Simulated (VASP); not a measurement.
# TiN (Fm-3m) in VASP: further runs

TiN is run at these levels: PBE; tasks: single point, relaxation of cell and atoms.

All numbers are computed with VASP 6.6.1; they aren't measurements. Logs are shortened: lines on timing, memory, paths and dates and some standing lists are left out, and cuts for length are marked.

## (1) The cell of the first run

It takes space group Fm-3m (No. 225, cubic). Conventional cell: a = 4.247 Å, b = 4.247 Å, c = 4.247 Å, α = 90.00°, β = 90.00°, γ = 90.00°. Ti (site symmetry m-3m) has 6 N at 2.12 Å within 2.8 Å. N (site symmetry m-3m) has 6 Ti at 2.12 Å within 2.8 Å.

## (2) Single point, PBE

Contents of INCAR:

```
PREC = Accurate ; ENCUT = 520
EDIFF = 1E-6 ; ISMEAR = 0
SIGMA = 0.1 ; LREAL = False
LASPH = True ; NELM = 100
ALGO = Normal ; ISIF = 2
LWAVE = False ; LCHARG = False
GGA = PE ; NBANDS = 16
```

Contents of KPOINTS:

```
Automatic mesh
0
Gamma
  18 18 18
```

Contents of POSCAR:

```
TiN
1.0
    0.0000000000      2.1235435779      2.1235435779
    2.1235435779      0.0000000000      2.1235435779
    2.1235435779      2.1235435779      0.0000000000
Ti N
1 1
Direct
    0.5000000000      0.5000000000      0.5000000000
    0.0000000000      0.0000000000      0.0000000000
```

Potentials or basis: VASP PAW PBE potentials, release 64 (Ti_sv, N).

Started as:

```bash
$ cat potpaw_PBE.64/Ti_sv/POTCAR potpaw_PBE.64/N/POTCAR > POTCAR
$ mpirun -np 1 vasp_std > vasp.out
```

OUTCAR:

```text
PREC = Accurate
   ENCUT = 520
   EDIFF = 1E-6
   ISMEAR = 0
   LREAL = False
   LASPH = True
   NELM = 100
   ISIF = 2
   GGA = PE

 ion  position               nearest neighbor table
   1  0.500  0.500  0.500-   2 2.12   2 2.12   2 2.12   2 2.12   2 2.12   2 2.12
   2  0.000  0.000  0.000-   1 2.12   1 2.12   1 2.12   1 2.12   1 2.12   1 2.12

  LATTYP: Found a face centered cubic cell.
 ALAT       =     4.2470871558

  Lattice vectors:

 A1 = (   0.0000000000,   2.1235435779,   2.1235435779)
 A2 = (   2.1235435779,   0.0000000000,   2.1235435779)
 A3 = (   2.1235435779,   2.1235435779,   0.0000000000)

Analysis of symmetry for initial positions (statically):
=====================================================================
 Subroutine PRICEL returns:
 Original cell was already a primitive cell.

 Routine SETGRP: Setting up the symmetry group for a
 face centered cubic supercell.

 Subroutine GETGRP returns: Found 48 space group operations
 (whereof 48 operations were pure point group operations)
 out of a pool of 48 trial point group operations.

The static configuration has the point symmetry O_h .

Analysis of symmetry for dynamics (positions and initial velocities):
=====================================================================
 Subroutine PRICEL returns:
 Original cell was already a primitive cell.

 Routine SETGRP: Setting up the symmetry group for a
 face centered cubic supercell.

 Subroutine GETGRP returns: Found 48 space group operations
 (whereof 48 operations were pure point group operations)
 out of a pool of 48 trial point group operations.

The dynamic configuration has the point symmetry O_h .

 Subroutine INISYM returns: Found 48 space group operations
 (whereof 48 operations are pure point group operations),
 and found     1 'primitive' translations

----------------------------------------------------------------------------------------

                                     Primitive cell

  volume of cell :      19.1520

  direct lattice vectors                    reciprocal lattice vectors
     0.000000000  2.123543578  2.123543578    -0.235455493  0.235455493  0.235455493
     2.123543578  0.000000000  2.123543578     0.235455493 -0.235455493  0.235455493
     2.123543578  2.123543578  0.000000000     0.235455493  0.235455493 -0.235455493

  length of vectors
     3.003144128  3.003144128  3.003144128     0.407820877  0.407820877  0.407820877

  position of ions in fractional coordinates (direct lattice)
     0.500000000  0.500000000  0.500000000
     0.000000000  0.000000000  0.000000000

  ion indices of the primitive-cell ions
   primitive index   ion index
                 1           1
                 2           2

----------------------------------------------------------------------------------------

 KPOINTS: Automatic mesh

Automatic generation of k-mesh.
 Grid dimensions read from file:
 generate k-points for:   18   18   18

 Generating k-lattice:

  Cartesian coordinates                     Fractional coordinates (reciprocal lattice)
    -0.013080861  0.013080861  0.013080861     0.055555556  0.000000000  0.000000000
     0.013080861 -0.013080861  0.013080861     0.000000000  0.055555556  0.000000000
     0.013080861  0.013080861 -0.013080861     0.000000000  0.000000000  0.055555556

  Length of vectors
     0.022656715  0.022656715  0.022656715

  Shift w.r.t. Gamma in fractional coordinates (k-lattice)
     0.000000000  0.000000000  0.000000000

 Subroutine IBZKPT returns following result:
 ===========================================

 Found    195 irreducible k-points:

 Following reciprocal coordinates:
            Coordinates               Weight
  0.000000  0.000000  0.000000      1.000000
  0.055556  0.000000  0.000000      8.000000
  0.111111  0.000000  0.000000      8.000000
  0.166667  0.000000  0.000000      8.000000
  0.222222  0.000000  0.000000      8.000000
  0.277778  0.000000  0.000000      8.000000
[... 16 lines left out ...]
 -0.277778  0.055556  0.000000     24.000000
 -0.222222  0.055556  0.000000     24.000000
 [... further k-points ...]
   k-points           NKPTS =    195   k-points in BZ     NKDIM =    195   number of bands    NBANDS=     16
   number of dos      NEDOS =    301   number of ions     NIONS =      2
   total plane-waves  NPLWV =  13824
   dimension x,y,z NGX =    24 NGY =   24 NGZ =   24
   dimension x,y,z NGXF=    48 NGYF=   48 NGZF=   48
   ions per type =               1   1
   NGX,Y,Z   is equivalent  to a cutoff of  13.29, 13.29, 13.29 a.u.
   NGXF,Y,Z  is equivalent  to a cutoff of  26.57, 26.57, 26.57 a.u.
 SYSTEM =  unknown system
   PREC   = accura    normal or accurate (medium, high low for compatibility)
   ISTART =      0    job   : 0-new  1-cont  2-samecut
   ICHARG =      2    charge: 1-file 2-atom 10-const
   ISPIN  =      1    spin polarized calculation?
   LNONCOLLINEAR =      F non collinear calculations
   LSORBIT =      F    spin-orbit coupling
   LASPH  =      T    aspherical Exc in radial PAW
   ENCUT  =  520.0 eV  38.22 Ry    6.18 a.u.   5.58  5.58  5.58*2*pi/ulx,y,z
   NELM   =    100;   NELMIN=  2; NELMDL= -5     # of ELM steps
   EDIFF  = 0.1E-05   stopping-criterion for ELM
   LREAL  =      F    real-space projection
   EDIFFG = 0.1E-04   stopping-criterion for IOM
   NSW    =      0    number of steps for IOM
   IBRION =     -1    ionic relax: 0-MD 1-quasi-New 2-CG
   NFREE  =      0    steps in history (QN), initial steepest desc. (CG)
   ISIF   =      2    stress and relaxation
   ISYM   =      2    0-nonsym 1-usesym 2-fastsym
   POTIM  = 0.5000    time-step for ionic-motion
   TEBEG  =    0.0;   TEEND  =   0.0 temperature during run
   PSTRESS=    0.0 pullay stress
   NELECT =      17.0000    total number of electrons
   NUPDOWN=      -1.0000    fix difference up-down
   EMIN   =  10.00;   EMAX   =-10.00  energy-range for DOS
   EFERMI =   0.00;   METHOD = LEGACY
   ISMEAR =     0;   SIGMA  =   0.10  broadening in eV -4-tet -1-fermi 0-gaus
   EFERMI_NEDOS =   21; number of points for ismear=-14 and -15
   IALGO  =     38    algorithm
   IMIX   =      4    mixing-type and parameters
     AMIX     =   0.40;   BMIX     =  1.00
     AMIX_MAG =   1.60;   BMIX_MAG =  1.00
  volume/ion in A,a.u.               =       9.58        64.62
  Fermi-wavevector in a.u.,A,eV,Ry     =   1.573330  2.973164 33.679438  2.475369
  Thomas-Fermi vector in A             =   2.674631
   LORBIT       =      0    0 simple, 1 ext, 2 COOP (PROOUT), +10 PAW based schemes
   GGA     = PE    functional components
   LHFCALC =     F    Hartree Fock is set to
   AEXX    =    0.0000 exact exchange contribution
   IVDW    =     0    specifies the selected vdW correction
   LEPSILON=     F    determine dielectric tensor
   LRPA    =     F    only Hartree local field effects (RPA)
 non-spin polarized calculation
 Gauss-broadening in eV      SIGMA  =   0.10
  energy-cutoff  :      520.00
  volume of cell :       19.15
 maximum number of plane-waves:       534
   NGX = 11   NGY = 11   NGZ = 11

 number of electron      17.0000002 magnetization

 Free energy of the ion-electron system (eV)
  ---------------------------------------------------
  ext. energy  EPLUGINS =         0.00000000
  ---------------------------------------------------
  free energy    TOTEN  =       -19.63851925 eV

  energy without entropy =      -19.63424088  energy(sigma->0) =      -19.63638007

 E-fermi :  11.3986     XC(G=0): -12.9990

 val. band max:       11.3679934982   @ k =  -0.1667   0.1111   0.0000
 cond. band min:      11.4031848232   @ k =   0.1111   0.0556   0.0000
 fundamental gap:      0.0351913250
 Fermi energy:        11.3986471709

 k-point     1 :       0.0000    0.0000    0.0000
  band No.  band energies     occupation
      1     -46.4788      2.00000
      2     -22.4611      2.00000
      3     -22.4611      2.00000
      4     -22.4611      2.00000
      5      -5.6819      2.00000
      6       9.3578      2.00000
[... 8 lines left out ...]
     15      24.5596      0.00000
     16      31.0887      0.00000

 k-point     2 :       0.0556    0.0000    0.0000
  band No.  band energies     occupation
      1     -46.4760      2.00000
      2     -22.4812      2.00000
      3     -22.4627      2.00000
      4     -22.4627      2.00000
      5      -5.6219      2.00000
      6       8.9949      2.00000
[... 8 lines left out ...]
     15      24.6062      0.00000
     16      31.0046      0.00000

 k-point     3 :       0.1111    0.0000    0.0000
  band No.  band energies     occupation
      1     -46.4678      2.00000
      2     -22.5387      2.00000
      3     -22.4676      2.00000
      4     -22.4676      2.00000
      5      -5.4467      2.00000
      6       8.2146      2.00000
[... 8 lines left out ...]
     15      24.6742      0.00000
     16      30.7319      0.00000

 k-point     4 :       0.1667    0.0000    0.0000
  band No.  band energies     occupation
      1     -46.4552      2.00000
      2     -22.6257      2.00000
      3     -22.4750      2.00000
      4     -22.4750      2.00000
      5      -5.1696      2.00000
      6       7.2893      2.00000
[... 8 lines left out ...]
     15      24.6107      0.00000
     16      30.1843      0.00000

 k-point     5 :       0.2222    0.0000    0.0000
  band No.  band energies     occupation
      1     -46.4397      2.00000
      2     -22.7307      2.00000
      3     -22.4840      2.00000
      4     -22.4840      2.00000
      5      -4.8124      2.00000
      6       6.3339      2.00000
[... 8 lines left out ...]
     15      24.3826      0.00000
     16      29.3653      0.00000

 k-point     6 :       0.2778    0.0000    0.0000
  band No.  band energies     occupation
      1     -46.4232      2.00000
      2     -22.8406      2.00000
      3     -22.4936      2.00000
      4     -22.4936      2.00000
      5      -4.4049      2.00000
      6       5.4187      2.00000
[... 8 lines left out ...]
     15      24.1983      0.00000
     16      28.3993      0.00000

 k-point     7 :       0.3333    0.0000    0.0000
  band No.  band energies     occupation
      1     -46.4076      2.00000
      2     -22.9421      2.00000
      3     -22.5025      2.00000
      4     -22.5025      2.00000
      5      -3.9871      2.00000
      6       4.6011      2.00000
[... 8 lines left out ...]
     15      24.2876      0.00000
     16      27.4459      0.00000

 k-point     8 :       0.3889    0.0000    0.0000
  band No.  band energies     occupation
      1     -46.3949      2.00000
      2     -23.0237      2.00000
      3     -22.5098      2.00000
      4     -22.5098      2.00000
      5      -3.6110      2.00000
      6       3.9392      2.00000
[... 8 lines left out ...]
     15      24.6152      0.00000
     16      26.6419      0.00000

 k-point     9 :       0.4444    0.0000    0.0000
  band No.  band energies     occupation
      1     -46.3865      2.00000
      2     -23.0765      2.00000
      3     -22.5146      2.00000
      4     -22.5146      2.00000
      5      -3.3417      2.00000
      6       3.4989      2.00000
[... 8 lines left out ...]
     15      24.9513      0.00000
     16      26.1005      0.00000
[... 172 lines left out ...]
 k-point    19 :       0.5000    0.0556    0.0000
  band No.  band energies     occupation
      1     -46.3827      2.00000
      2     -23.0852      2.00000
      3     -22.5275      2.00000
      4     -22.5207      2.00000
      5      -3.2775      2.00000
      6       3.4295      2.00000
[... 8 lines left out ...]
     15      24.9927      0.00000
     16      25.8585      0.00000

 k-point    20 :      -0.4444    0.0556    0.0000
  band No.  band energies     occupation
      1     -46.3837      2.00000
      2     -23.0792      2.00000
      3     -22.5307      2.00000
      4     -22.5164      2.00000
      5      -3.3082      2.00000
      6       3.4773      2.00000
[... 8 lines left out ...]
     15      24.9390      0.00000
     16      25.8781      0.00000

 k-point    21 :      -0.3889    0.0556    0.0000
  band No.  band energies     occupation
      1     -46.3902      2.00000
      2     -23.0386      2.00000
      3     -22.5302      2.00000
      4     -22.5090      2.00000
      5      -3.5162      2.00000
      6       3.8091      2.00000
[... 8 lines left out ...]
     15      24.6673      0.00000
     16      26.2222      0.00000

 k-point    22 :      -0.3333    0.0556    0.0000
  band No.  band energies     occupation
      1     -46.4015      2.00000
      2     -22.9676      2.00000
      3     -22.5260      2.00000
      4     -22.4996      2.00000
      5      -3.8500      2.00000
      6       4.3737      2.00000
[... 8 lines left out ...]
     15      24.3361      0.00000
     16      26.8249      0.00000

 k-point    23 :      -0.2778    0.0556    0.0000
  band No.  band energies     occupation
      1     -46.4161      2.00000
      2     -22.8741      2.00000
      3     -22.5185      2.00000
      4     -22.4893      2.00000
      5      -4.2465      2.00000
      6       5.1058      2.00000
[... 8 lines left out ...]
     15      24.1768      0.00000
     16      27.5903      0.00000

 k-point    24 :      -0.2222    0.0556    0.0000
  band No.  band energies     occupation
      1     -46.4323      2.00000
      2     -22.7688      2.00000
      3     -22.5085      2.00000
      4     -22.4792      2.00000
      5      -4.6502      2.00000
      6       5.9433      2.00000
[... 8 lines left out ...]
     15      24.3070      0.00000
     16      28.4133      0.00000

 [... further k-points ...]

------------------------ aborting loop because EDIFF is reached ----------------------------------------

  FORCE on cell =-STRESS in cart. coord.  units (eV):
  Direction    XX          YY          ZZ          XY          YZ          ZX
  --------------------------------------------------------------------------------------
  -------------------------------------------------------------------------------------
  Total        0.0473645      0.0473645      0.0473645      0.0000000     -0.0000000      0.0000000
  in kB        3.9623247      3.9623247      3.9623247      0.0000000     -0.0000000      0.0000000
  external PRESSURE =       3.9623247 kB  Pullay stress =       0.0000000 kB

 VOLUME and BASIS-vectors are now :
 -----------------------------------------------------------------------------
  energy-cutoff  :      520.00
  volume of cell :       19.15
      direct lattice vectors                 reciprocal lattice vectors
     0.000000000  2.123543578  2.123543578    -0.235455493  0.235455493  0.235455493
     2.123543578  0.000000000  2.123543578     0.235455493 -0.235455493  0.235455493
     2.123543578  2.123543578  0.000000000     0.235455493  0.235455493 -0.235455493

 POSITION                                       TOTAL-FORCE (eV/Angst)
 -----------------------------------------------------------------------------------
      2.12354      2.12354      2.12354         0.000000      0.000000      0.000000
      0.00000      0.00000      0.00000         0.000000      0.000000      0.000000
 -----------------------------------------------------------------------------------
    total drift:                                0.000000     -0.000000      0.000000

  FREE ENERGIE OF THE ION-ELECTRON SYSTEM (eV)
  ---------------------------------------------------
  free  energy   TOTEN  =       -19.6385192521 eV

  energy  without entropy=      -19.6342408824  energy(sigma->0) =      -19.63638007
```

It took 32 s on 1 thread of Intel Xeon Platinum 8488C (Sapphire Rapids), shared host; peak memory 0.18 GiB.

Results:

| Quantity | Value |
| --- | --- |
| Free energy | -19.6385 eV |
| Pressure | 0.4 GPa |

[end of part 1 of 2]
